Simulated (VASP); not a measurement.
A run of VASP 6.6.1 is set up as follows.

The input INCAR:

```
SYSTEM = Al2Cu
  ALGO = Fast
  EDIFF = 1E-7
  ENCUT = 520
  GGA = PS
  ISIF = 2
  ISMEAR = 0
  LASPH = .TRUE.
  LCHARG = .TRUE.
  LELF = .TRUE.
  LREAL = .FALSE.
  LVHAR = .TRUE.
  LWAVE = .FALSE.
  NBANDS = 26
  NELM = 100
  PREC = Accurate
  SIGMA = 0.15
```

File KPOINTS:

```
k-points
0
G
  10 10 10
  0 0 0
```

The input POSCAR:

```
Al2Cu
1.0
   -3.0264500000      3.0264500000      2.3172500000
    3.0264500000     -3.0264500000      2.3172500000
    3.0264500000      3.0264500000     -2.3172500000
Al Cu
4 2
Direct
    0.1593210787      0.6593210787      0.8186421574
    0.6593210787      0.8406789213      0.5000000000
    0.8406789213      0.3406789213      0.1813578426
    0.3406789213      0.1593210787      0.5000000000
    0.7500000000      0.7500000000      0.0000000000
    0.2500000000      0.2500000000      0.0000000000
```

Potentials or basis: VASP PAW PBE potentials, release 64 (Al, Cu).

Run with:

```bash
$ cat potpaw_PBE.64/Al/POTCAR potpaw_PBE.64/Cu/POTCAR > POTCAR
$ mpirun -np 1 vasp_std > vasp.out
```

(1) Predict the largest force.

(2) Estimate the pressure.

(3) Predict the band gap on the k mesh.

Results:

(1) 0.170 eV/Å.

(2) 3.0 GPa.

(3) zero (bands 17 and 18 overlap by 4.86 eV).

Caveat: the stress differs along the axes, from 0 to 9 GPa; the PAW data sets were made with another functional, which shifts forces and pressure a little.
